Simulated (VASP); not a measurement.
# Fe (P6_3/mmc) in VASP: notebook

The runs below take Fe through single point, relaxation of shape and atoms at fixed volume, with PBEsol.

Everything below comes from runs of VASP 6.6.1. Logs are shortened: lines on timing, memory, paths and dates and some standing lists are left out, and cuts for length are marked.

**1. The cell of the first run**

Symmetry: P6_3/mmc, No. 194, hexagonal system. Conventional cell: a = 2.434 Å, b = 2.434 Å, c = 3.842 Å, α = 90.00°, β = 90.00°, γ = 120.00°. Fe (site symmetry -6m2) has 12 Fe at 2.38 to 2.43 Å within 3.1 Å.

**2. Single point, PBEsol**

Contents of INCAR:

```
SYSTEM = Fe
PREC = Accurate ; ENCUT = 520
EDIFF = 1E-6 ; ISMEAR = 0
SIGMA = 0.1 ; LREAL = .False.
LASPH = .True. ; NELM = 60
ALGO = Normal ; ISIF = 2
LWAVE = .False. ; LCHARG = .False.
GGA = PS ; NBANDS = 15
```

Contents of KPOINTS:

```
regular mesh
0
Gamma
  18 18 12
  0 0 0
```

Contents of POSCAR:

```
Fe
1.0
    2.4341575853      0.0000000000      0.0000000000
   -1.2170787927      2.1080423057      0.0000000000
    0.0000000000      0.0000000000      3.8419344700
Fe
2
Direct
    0.3333333300      0.6666666700      0.2500000000
    0.6666666700      0.3333333300      0.7500000000
```

Potentials or basis: VASP PAW PBE potentials, release 64 (Fe).

Launch:

```bash
$ cat potpaw_PBE.64/Fe/POTCAR > POTCAR
$ mpirun -np 1 vasp_std > vasp.out
```

OUTCAR:

```text
SYSTEM = Fe
   PREC = Accurate
   ENCUT = 520
   EDIFF = 1E-6
   ISMEAR = 0
   LREAL = .False.
   LASPH = .True.
   NELM = 60
   ISIF = 2
   GGA = PS

 ion  position               nearest neighbor table
   1  0.333  0.667  0.250-   2 2.38   2 2.38   2 2.38   2 2.38   2 2.38   2 2.38
   2  0.667  0.333  0.750-   1 2.38   1 2.38   1 2.38   1 2.38   1 2.38   1 2.38

  LATTYP: Found a hexagonal cell.
 ALAT       =     2.4341575853
 C/A-ratio  =     1.5783425417

  Lattice vectors:

 A1 = (   2.4341575853,   0.0000000000,   0.0000000000)
 A2 = (  -1.2170787927,   2.1080423057,   0.0000000000)
 A3 = (   0.0000000000,   0.0000000000,   3.8419344700)

Analysis of symmetry for initial positions (statically):
=====================================================================
 Subroutine PRICEL returns:
 Original cell was already a primitive cell.

 Routine SETGRP: Setting up the symmetry group for a
 hexagonal supercell.

 Subroutine GETGRP returns: Found 24 space group operations
 (whereof 12 operations were pure point group operations)
 out of a pool of 24 trial point group operations.

The static configuration has the point symmetry D_3d.
 The point group associated with its full space group is D_6h.

Analysis of symmetry for dynamics (positions and initial velocities):
=====================================================================
 Subroutine PRICEL returns:
 Original cell was already a primitive cell.

 Routine SETGRP: Setting up the symmetry group for a
 hexagonal supercell.

 Subroutine GETGRP returns: Found 24 space group operations
 (whereof 12 operations were pure point group operations)
 out of a pool of 24 trial point group operations.

The dynamic configuration has the point symmetry D_3d.
 The point group associated with its full space group is D_6h.

 Subroutine INISYM returns: Found 24 space group operations
 (whereof 12 operations are pure point group operations),
 and found     1 'primitive' translations

----------------------------------------------------------------------------------------

                                     Primitive cell

  volume of cell :      19.7141

  direct lattice vectors                    reciprocal lattice vectors
     2.434157585  0.000000000  0.000000000     0.410819746  0.237186891  0.000000000
    -1.217078793  2.108042306  0.000000000     0.000000000  0.474373781  0.000000000
     0.000000000  0.000000000  3.841934470     0.000000000  0.000000000  0.260285543

  length of vectors
     2.434157585  2.434157585  3.841934470     0.474373781  0.474373781  0.260285543

  position of ions in fractional coordinates (direct lattice)
     0.333333330  0.666666670  0.250000000
     0.666666670  0.333333330  0.750000000

  ion indices of the primitive-cell ions
   primitive index   ion index
                 1           1
                 2           2

----------------------------------------------------------------------------------------

 KPOINTS: regular mesh

Automatic generation of k-mesh.
 Grid dimensions read from file:
 generate k-points for:   18   18   12

 Generating k-lattice:

  Cartesian coordinates                     Fractional coordinates (reciprocal lattice)
     0.022823319  0.013177049  0.000000000     0.055555556  0.000000000  0.000000000
     0.000000000  0.026354099  0.000000000     0.000000000  0.055555556  0.000000000
     0.000000000  0.000000000  0.021690462     0.000000000  0.000000000  0.083333333

  Length of vectors
     0.026354099  0.026354099  0.021690462

  Shift w.r.t. Gamma in fractional coordinates (k-lattice)
     0.000000000  0.000000000  0.000000000

 Subroutine IBZKPT returns following result:
 ===========================================

 Found    259 irreducible k-points:

 Following reciprocal coordinates:
            Coordinates               Weight
  0.000000  0.000000  0.000000      1.000000
  0.055556  0.000000  0.000000      6.000000
  0.111111  0.000000  0.000000      6.000000
  0.166667  0.000000  0.000000      6.000000
  0.222222  0.000000  0.000000      6.000000
  0.277778 -0.000000  0.000000      6.000000
[... 16 lines left out ...]
  0.333333  0.111111  0.000000     12.000000
  0.388889  0.111111  0.000000     12.000000
 [... further k-points ...]
   k-points           NKPTS =    259   k-points in BZ     NKDIM =    259   number of bands    NBANDS=     15
   number of dos      NEDOS =    301   number of ions     NIONS =      2
   total plane-waves  NPLWV =   9720
   dimension x,y,z NGX =    18 NGY =   18 NGZ =   30
   dimension x,y,z NGXF=    36 NGYF=   36 NGZF=   60
   ions per type =               2
   NGX,Y,Z   is equivalent  to a cutoff of  12.29, 12.29, 12.98 a.u.
   NGXF,Y,Z  is equivalent  to a cutoff of  24.59, 24.59, 25.96 a.u.
 SYSTEM =  Fe
   PREC   = accura    normal or accurate (medium, high low for compatibility)
   ISTART =      0    job   : 0-new  1-cont  2-samecut
   ICHARG =      2    charge: 1-file 2-atom 10-const
   ISPIN  =      1    spin polarized calculation?
   LNONCOLLINEAR =      F non collinear calculations
   LSORBIT =      F    spin-orbit coupling
   LASPH  =      T    aspherical Exc in radial PAW
   ENCUT  =  520.0 eV  38.22 Ry    6.18 a.u.   4.53  4.53  7.14*2*pi/ulx,y,z
   NELM   =     60;   NELMIN=  2; NELMDL= -5     # of ELM steps
   EDIFF  = 0.1E-05   stopping-criterion for ELM
   LREAL  =      F    real-space projection
   EDIFFG = 0.1E-04   stopping-criterion for IOM
   NSW    =      0    number of steps for IOM
   IBRION =     -1    ionic relax: 0-MD 1-quasi-New 2-CG
   NFREE  =      0    steps in history (QN), initial steepest desc. (CG)
   ISIF   =      2    stress and relaxation
   ISYM   =      2    0-nonsym 1-usesym 2-fastsym
   POTIM  = 0.5000    time-step for ionic-motion
   TEBEG  =    0.0;   TEEND  =   0.0 temperature during run
   PSTRESS=    0.0 pullay stress
   NELECT =      16.0000    total number of electrons
   NUPDOWN=      -1.0000    fix difference up-down
   EMIN   =  10.00;   EMAX   =-10.00  energy-range for DOS
   EFERMI =   0.00;   METHOD = LEGACY
   ISMEAR =     0;   SIGMA  =   0.10  broadening in eV -4-tet -1-fermi 0-gaus
   EFERMI_NEDOS =   21; number of points for ismear=-14 and -15
   IALGO  =     38    algorithm
   IMIX   =      4    mixing-type and parameters
     AMIX     =   0.40;   BMIX     =  1.00
     AMIX_MAG =   1.60;   BMIX_MAG =  1.00
  volume/ion in A,a.u.               =       9.86        66.52
  Fermi-wavevector in a.u.,A,eV,Ry     =   1.527058  2.885721 31.727505  2.331906
  Thomas-Fermi vector in A             =   2.635006
   LORBIT       =      0    0 simple, 1 ext, 2 COOP (PROOUT), +10 PAW based schemes
   GGA     = PS    functional components
   LHFCALC =     F    Hartree Fock is set to
   AEXX    =    0.0000 exact exchange contribution
   IVDW    =     0    specifies the selected vdW correction
   LEPSILON=     F    determine dielectric tensor
   LRPA    =     F    only Hartree local field effects (RPA)
 non-spin polarized calculation
 Gauss-broadening in eV      SIGMA  =   0.10
  energy-cutoff  :      520.00
  volume of cell :       19.71
 maximum number of plane-waves:       548
   NGX =  9   NGY =  9   NGZ = 15

 number of electron      16.0000009 magnetization

 Free energy of the ion-electron system (eV)
  ---------------------------------------------------
  ext. energy  EPLUGINS =         0.00000000
  ---------------------------------------------------
  free energy    TOTEN  =       -17.87515577 eV

  energy without entropy =      -17.86218038  energy(sigma->0) =      -17.86866807

 E-fermi :   7.1112     XC(G=0): -14.1484

 val. band max:        7.1082801962   @ k =   0.4444   0.0556   0.5000
 cond. band min:       7.1168778954   @ k =   0.2778   0.1667   0.1667
 fundamental gap:      0.0085976991
 Fermi energy:         7.1112224321

 k-point     1 :       0.0000    0.0000    0.0000
  band No.  band energies     occupation
      1      -2.0272      2.00000
      2       1.9617      2.00000
      3       5.3788      2.00000
      4       5.3788      2.00000
      5       5.5257      2.00000
      6       5.8743      2.00000
      7       5.8743      2.00000
      8       6.2258      2.00000
      9       6.2258      2.00000
     10       7.6663      0.00000
     11       7.8728      0.00000
     12       7.8728      0.00000
     13      16.2394      0.00000
     14      29.2637      0.00000
     15      33.0366      0.00000

 k-point     2 :       0.0556    0.0000    0.0000
  band No.  band energies     occupation
      1      -1.9091      2.00000
      2       2.0396      2.00000
      3       5.2017      2.00000
      4       5.4467      2.00000
      5       5.6757      2.00000
      6       5.8396      2.00000
      7       5.9337      2.00000
      8       6.1433      2.00000
      9       6.1782      2.00000
     10       6.8488      1.99979
     11       7.8963      0.00000
     12       8.8381      0.00000
     13      16.2441      0.00000
     14      28.8377      0.00000
     15      31.5920      0.00000

 k-point     3 :       0.1111    0.0000    0.0000
  band No.  band energies     occupation
      1      -1.5612      2.00000
      2       2.2569      2.00000
      3       4.9303      2.00000
      4       5.6459      2.00000
      5       5.6875      2.00000
      6       5.7193      2.00000
      7       5.9125      2.00000
      8       6.0490      2.00000
      9       6.1071      2.00000
     10       6.3472      2.00000
     11       7.9561      0.00000
     12       9.9946      0.00000
     13      16.2617      0.00000
     14      27.2663      0.00000
     15      30.3904      0.00000

 k-point     4 :       0.1667    0.0000    0.0000
  band No.  band energies     occupation
      1      -1.0047      2.00000
      2       2.5574      2.00000
      3       4.6395      2.00000
      4       4.9758      2.00000
      5       5.5890      2.00000
      6       5.8686      2.00000
      7       5.9614      2.00000
      8       6.1624      2.00000
      9       6.1771      2.00000
     10       6.3798      2.00000
     11       8.0309      0.00000
     12      11.2323      0.00000
     13      16.2999      0.00000
     14      24.9794      0.00000
     15      28.8951      0.00000
[... 307 lines left out ...]
 k-point    22 :       0.2778    0.1111    0.0000
  band No.  band energies     occupation
      1       1.6183      2.00000
      2       3.0179      2.00000
      3       3.3055      2.00000
      4       4.0846      2.00000
      5       5.1096      2.00000
      6       5.6605      2.00000
      7       5.7751      2.00000
      8       7.0608      1.52443
      9       7.5093      0.00000
     10       8.1517      0.00000
     11       8.1668      0.00000
     12      15.7172      0.00000
     13      16.2346      0.00000
     14      18.9668      0.00000
     15      22.2638      0.00000

 k-point    23 :       0.3333    0.1111    0.0000
  band No.  band energies     occupation
      1       2.2133      2.00000
      2       2.8489      2.00000
      3       3.0255      2.00000
      4       4.2858      2.00000
      5       5.0321      2.00000
      6       5.6165      2.00000
      7       5.8478      2.00000
      8       7.4739      0.00000
      9       7.8396      0.00000
     10       8.1725      0.00000
     11       8.8679      0.00000
     12      14.9378      0.00000
     13      17.1142      0.00000
     14      18.7975      0.00000
     15      21.5046      0.00000

 k-point    24 :       0.3889    0.1111    0.0000
  band No.  band energies     occupation
      1       2.5137      2.00000
      2       2.7291      2.00000
      3       2.8553      2.00000
      4       4.5415      2.00000
      5       4.9970      2.00000
      6       5.5002      2.00000
      7       5.9932      2.00000
      8       7.8275      0.00000
      9       8.0225      0.00000
     10       8.1843      0.00000
     11       9.7234      0.00000
     12      13.3380      0.00000
     13      18.4354      0.00000
     14      19.3348      0.00000
     15      20.9492      0.00000

 [... further k-points ...]

------------------------ aborting loop because EDIFF is reached ----------------------------------------

  FORCE on cell =-STRESS in cart. coord.  units (eV):
  Direction    XX          YY          ZZ          XY          YZ          ZX
  --------------------------------------------------------------------------------------
  -------------------------------------------------------------------------------------
  Total       -0.2584064     -0.2584064     -0.1623783      0.0000000     -0.0000000      0.0000000
  in kB      -21.0008032    -21.0008032    -13.1965541      0.0000000     -0.0000000      0.0000000
  external PRESSURE =     -18.3993868 kB  Pullay stress =       0.0000000 kB

 VOLUME and BASIS-vectors are now :
 -----------------------------------------------------------------------------
  energy-cutoff  :      520.00
  volume of cell :       19.71
      direct lattice vectors                 reciprocal lattice vectors
     2.434157585  0.000000000  0.000000000     0.410819746  0.237186891  0.000000000
    -1.217078793  2.108042306  0.000000000     0.000000000  0.474373781  0.000000000
     0.000000000  0.000000000  3.841934470     0.000000000  0.000000000  0.260285543

 POSITION                                       TOTAL-FORCE (eV/Angst)
 -----------------------------------------------------------------------------------
     -0.00000      1.40536      0.96048        -0.000000     -0.000000      0.000000
      1.21708      0.70268      2.88145         0.000000      0.000000      0.000000
 -----------------------------------------------------------------------------------
    total drift:                                0.000000     -0.000000     -0.000000

  FREE ENERGIE OF THE ION-ELECTRON SYSTEM (eV)
  ---------------------------------------------------
  free  energy   TOTEN  =       -17.8751557655 eV

  energy  without entropy=      -17.8621803774  energy(sigma->0) =      -17.86866807
```

Run time: 28 s. Hardware: 1 thread of Intel Xeon 6975P-C (Granite Rapids), shared host; peak memory 0.18 GiB.

Results:

```yaml
Free_energy: -17.8752 eV
Pressure: -1.8 GPa
Band_gap_on_the_k_mesh: zero (band 8 reaches 8.08 eV, above the bottom of band 9 at 6.06 eV)
```

Stress tensor (GPa, compression positive):
```
-2.10  0.00  0.00
 0.00 -2.10  0.00
 0.00  0.00 -1.32
```

Caveat: the PAW data sets were made with another functional, which shifts forces and pressure a little; the run has no spin polarisation, though such a crystal can be magnetic. Spin polarisation is off, so any magnetic state and its effect on volume and gap are missing.

**3. Single point, PBEsol (volume scaled by 1.03, then relaxed in part)**

Contents of INCAR:

```
PREC     = Accurate       # precision mode
ENCUT    = 520            # plane-wave cutoff, eV
EDIFF    = 1E-6           # SCF threshold, eV
ISMEAR   = 0              # smearing method
SIGMA    = 0.1            # smearing width, eV
LREAL    = F              # projectors in reciprocal space
LASPH    = T              # aspherical terms in the spheres
NELM     = 80             # most SCF steps
ALGO     = Normal         # electronic algorithm
ISIF     = 2              # what is computed and relaxed
LWAVE    = F              # write WAVECAR
LCHARG   = F              # write CHGCAR
GGA      = PS             # functional
NBANDS   = 15             # bands
```

Contents of KPOINTS:

```
regular mesh
0
Gamma
  18 18 12
```

Contents of POSCAR:

```
Fe
1.0
    2.4536540234      0.0000000000      0.0000000000
   -1.2268270117      2.1249267164      0.0000000000
    0.0000000000      0.0000000000      3.8775479067
Fe
2
Direct
    0.3333333333      0.6666666667      0.2500000000
    0.6666666667      0.3333333333      0.7500000000
```

Potentials or basis: VASP PAW PBE potentials, release 64 (Fe).

Launch:

```bash
$ cat potpaw_PBE.64/Fe/POTCAR > POTCAR
$ mpirun -np 1 vasp_std > vasp.out
```

Wall time 31 s (1 thread of Intel Xeon 6975P-C (Granite Rapids), shared host); peak memory 0.18 GiB.

It converged, with:

* Free energy: -17.8574 eV
* Pressure: -9.3 GPa
* Band gap on the k mesh: zero (band 8 reaches 7.76 eV, above the bottom of band 9 at 5.81 eV)

Stress tensor (GPa, compression positive):
```
-9.29  0.00  0.00
 0.00 -9.29  0.00
 0.00  0.00 -9.42
```

Levels at points of the mesh, in eV from the Fermi level:
```
           k point  band 6  band 7  band 8  band 9  band 10  band 11
(0.00, 0.00, 0.00)   -1.19   -1.19   -0.85   -0.85     0.53     0.73
(0.50, 0.00, 0.00)   -1.53   -1.07    0.84    1.07     1.11     2.71
(0.00, 0.00, 0.50)   -1.79   -1.79   -1.79    0.34     0.34     0.34
(0.50, 0.00, 0.50)   -0.65    0.11    0.11    0.98     0.98     2.50
```

Caveat: the PAW data sets were made with another functional, which shifts forces and pressure a little; the run has no spin polarisation, though such a crystal can be magnetic.

**4. Single point, PBEsol (volume scaled by 1.06, then relaxed in part)**

Contents of INCAR:

```
PREC = Accurate
ENCUT = 520
EDIFF = 1E-7
ISMEAR = 0
SIGMA = 0.1
LREAL = False
LASPH = True
NELM = 60
ALGO = Fast
ISIF = 2
LWAVE = False
LCHARG = False
GGA = PS
NBANDS = 15
```

KPOINTS is that of step 3.

Contents of POSCAR:

```
Fe
1.0
    2.4779594897      0.0000000000      0.0000000000
   -1.2389797448      2.1459758676      0.0000000000
    0.0000000000      0.0000000000      3.9125874613
Fe
2
Direct
    0.3333333333      0.6666666667      0.2500000000
    0.6666666667      0.3333333333      0.7500000000
```

Launch:

```bash
$ cat potpaw_PBE.64/Fe/POTCAR > POTCAR
$ mpirun -np 1 vasp_std > vasp.out
```

Run time: 35 s. Hardware: 1 thread of Intel Xeon 6975P-C (Granite Rapids), shared host; peak memory 0.18 GiB.

Results (log left out):

| Item | Value |
| --- | --- |
| Free energy | -17.8090 eV |
| Pressure | -16.8 GPa |
| Band gap on the k mesh | zero (band 8 reaches 7.39 eV, above the bottom of band 9 at 5.52 eV) |

Stress tensor (GPa, compression positive):
```
-16.80   0.00   0.00
  0.00 -16.80   0.00
  0.00   0.00 -16.92
```

Levels at points of the mesh, in eV from the Fermi level:
| k point | band 6 | band 7 | band 8 | band 9 | band 10 | band 11 |
| --- | --- | --- | --- | --- | --- | --- |
| (0.00, 0.00, 0.00) | -1.14 | -1.14 | -0.82 | -0.82 | 0.53 | 0.70 |
| (0.50, 0.00, 0.00) | -1.47 | -1.03 | 0.80 | 1.02 | 1.06 | 2.61 |
| (0.00, 0.00, 0.50) | -1.71 | -1.71 | -1.71 | 0.32 | 0.32 | 0.32 |
| (0.50, 0.00, 0.50) | -0.62 | 0.11 | 0.11 | 0.93 | 0.93 | 2.42 |

Caveat: the PAW data sets were made with another functional, which shifts forces and pressure a little; the run has no spin polarisation, though such a crystal can be magnetic. Spin polarisation is off, so any magnetic state and its effect on volume and gap are missing.

(Continued in part 2 of 2.)
